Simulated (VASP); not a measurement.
Set up this calculation in VASP 6.6.1, as the native input.

```yaml
Task: single point
Functional: PBE
Potentials_or_basis: VASP PAW PBE potentials, release 64 (Al)
Cutoff: 520 eV
k_mesh: 20 × 20 × 20
Occupations: gaussian, width 0.15 eV
Spin: no spin polarisation
Dipole_correction: no
Further_INCAR_settings: ALGO = Normal; EDIFF = 1e-06; NBANDS = 8
```

The structure of Al lies in POSCAR:

```
Al
1.0
    0.0000000000      2.0846994000      2.0239800000
    2.0846994000      0.0000000000      2.0239800000
    2.0846994000      2.0846994000      0.0000000000
Al
1
Direct
    0.0000000000      0.0000000000      0.0000000000
```

This cell differs from its parent crystal: strain +0.030 along x and y, +0.000 along z.

These files were run (other wordings do the same):

INCAR

```
SYSTEM = Al
PREC = Accurate ; ENCUT = 520
EDIFF = 1E-6 ; ISMEAR = 0
SIGMA = 0.15 ; LREAL = .False.
LASPH = .True. ; NELM = 60
ALGO = Normal ; ISIF = 2
LWAVE = .False. ; LCHARG = .False.
GGA = PE ; NBANDS = 8
```

KPOINTS

```
regular mesh
0
Gamma
  20 20 20
  0 0 0
```

Potentials or basis: VASP PAW PBE potentials, release 64 (Al).

The run is started by

```console
$ cat potpaw_PBE.64/Al/POTCAR > POTCAR
$ mpirun -np 1 vasp_std > vasp.out
```

It gave:

```
Pressure               : -4.3 GPa
Band gap on the k mesh : zero (an odd number of electrons rules out a gap without spin polarisation)
```

Caveat: the cell differs from its parent crystal (strain +0.030 along x and y, +0.000 along z); the cell stands under tension.

Wall time 64 s on 1 thread of Intel Xeon 8259CL, on a shared host, peak memory 0.19 GiB.
